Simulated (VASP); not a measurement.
## HfC: single point with PBE

The system is HfC.

```
CELL_PARAMETERS angstrom
0.00000 2.39475 2.29013
2.39475 0.00000 2.29013
2.39475 2.39475 0.00000
ATOMIC_POSITIONS crystal
Hf 0.50000 0.50000 0.50000
C 0.00000 0.00000 0.00000
```

This cell differs from its parent crystal: strain +0.030 along x and y, -0.015 along z.

* Program: VASP 6.6.1
* Task: single point
* Functional: PBE
* Potentials or basis: VASP PAW PBE potentials, release 64 (Hf_pv, C)
* Cutoff: 520 eV
* k mesh: 18 × 18 × 18
* Occupations: gaussian, width 0.15 eV
* Spin: no spin polarisation
* Dipole correction: no
* Further INCAR settings: ALGO = Normal; EDIFF = 1e-06; NBANDS = 14

The pressure is -9.2 GPa and the band gap on the k mesh is zero (bands 7 and 8 overlap by 1.74 eV).

Stress tensor (GPa, compression positive):
```
-14.46   0.00   0.00
  0.00 -14.46   0.00
  0.00   0.00   1.38
```

Levels at points of the mesh, in eV from the Fermi level:
```csv
k point,band 4,band 5,band 6,band 7,band 8,band 9,band 10,band 11
"(0.00, 0.00, 0.00)",-12.10,0.90,0.90,1.11,1.23,1.23,1.68,2.97
"(0.50, 0.00, 0.00)",-8.59,-5.94,-2.89,-2.82,4.87,5.26,5.56,6.31
"(0.50, 0.50, 0.00)",-10.18,-2.30,-1.70,-0.31,-0.31,5.08,6.38,6.38
"(0.50, 0.00, 0.50)",-10.26,-2.77,-1.59,-0.12,0.03,4.94,6.12,6.61
```

Wall time 2.2 min on 1 thread of AMD EPYC 7R13 Processor (Zen 3), with other jobs on the host, peak memory 0.28 GiB.

Caveat: the cell differs from its parent crystal (strain +0.030 along x and y, -0.015 along z); the cell stands under tension; spin-orbit coupling is left out, which moves the levels of the heavy elements.
